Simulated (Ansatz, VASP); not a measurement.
## Ge: VASP beside Ansatz

File INCAR:

```
  ALGO = Normal
  EDIFF = 1E-6
  ENCUT = 520
  GGA = PE
  ISIF = 2
  ISMEAR = 0
  LASPH = True
  LCHARG = False
  LREAL = False
  LWAVE = False
  NBANDS = 21
  NELM = 100
  PREC = Accurate
  SIGMA = 0.15
```

The input KPOINTS:

```
k-points
0
Gamma
  14 14 14
```

POSCAR

```
Ge
1.0
    0.0000000000      2.8415983200      2.8415983200
    2.8415983200      0.0000000000      2.8415983200
    2.8415983200      2.8415983200      0.0000000000
Ge
2
Direct
    0.5000000000      0.5000000000      0.5000000000
    0.7500000000      0.7500000000      0.7500000000
```

Input for Ansatz:

```yaml
crystal:
  lattice:
    - [0.0, 2.84159832, 2.84159832]
    - [2.84159832, 0.0, 2.84159832]
    - [2.84159832, 2.84159832, 0.0]
  atoms:
    - { symbol: Ge, position: [0.5, 0.5, 0.5] }
    - { symbol: Ge, position: [0.75, 0.75, 0.75] }
basis:
  ecutwfc: 420
kpoints:
  mp_grid: { grid: [14, 14, 14] }
hamiltonian:
  xc: pbe
scf:
  occupations: { method: gaussian, width: 0.15 }
output:
  forces: true
  stress: true
  eigenvalues: true
```

Alike in both runs: task single point; functional PBE; k mesh 14 × 14 × 14; occupations gaussian, width 0.15 eV; no spin polarisation.

```csv
,VASP,Ansatz
version,VASP 6.6.1,Ansatz 0.2.0
potentials or method,"VASP PAW PBE potentials, release 64 (Ge_d), cutoff 520 eV","scalar-relativistic, plane waves, PAW"
valence electrons in the cell,28,28
```

|  | VASP | Ansatz | Ansatz less VASP |
| --- | --- | --- | --- |
| gap on the k mesh at the Fermi level (eV) | none | none | - |
| pressure (GPa) | 2.6 | 2.7 | +0.10 |

A gap of «none» marks a metal or a gap that the smearing closes. With one functional, cell and mesh, what is left measures potentials, basis and numerics.
